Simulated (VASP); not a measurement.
Input of a VASP 6.6.1 run:

Contents of INCAR:

```
PREC = Accurate
ENCUT = 500
EDIFF = 1E-7
ISMEAR = 0
SIGMA = 0.02
LREAL = F
LASPH = T
NELM = 120
ALGO = Normal
ISIF = 4
LWAVE = F
LCHARG = F
GGA = PE
IBRION = 2
NSW = 50
EDIFFG = -0.01
GGA_COMPAT = F
NELMIN = 4
KPAR = 4
```

KPOINTS

```
regular mesh
0
Gamma
  4 8 6
```

The input POSCAR:

```
SnS
1.0
   10.9702709354      0.0000000000      0.0000000000
    0.0000000000      3.9491808797      0.0000000000
    0.0000000000      0.0000000000      4.1662359670
Sn S
4 4
Direct
    0.1181107370      0.2500000000      0.1058627273
    0.3818892630      0.7500000000      0.6058627273
    0.6181107370      0.2500000000      0.3941372727
    0.8818892630      0.7500000000      0.8941372727
    0.8537045171      0.2500000000      0.4747054662
    0.6462954829      0.7500000000      0.9747054662
    0.3537045171      0.2500000000      0.0252945338
    0.1462954829      0.7500000000      0.5252945338
```

Potentials or basis: VASP PAW PBE potentials, release 64 (Sn_d, S).

Run with:

```sh
$ cat potpaw_PBE.64/Sn_d/POTCAR potpaw_PBE.64/S/POTCAR > POTCAR
$ mpirun -np 4 vasp_std > vasp.out
```

Task: Estimate the band gap on the k mesh.

Result: 0.57 eV (least direct gap 1.03 eV).

Forces on the atoms (eV/Å):
```
Sn   0.000  0.000 -0.009
Sn   0.000  0.000 -0.009
Sn   0.000  0.000  0.009
Sn   0.000  0.000  0.009
S   -0.002  0.000  0.009
S    0.002  0.000  0.009
S   -0.002  0.000 -0.009
S    0.002  0.000 -0.009
```

Caveat: spin-orbit coupling is left out, which moves the levels of the heavy elements. A k mesh can miss the band edges.
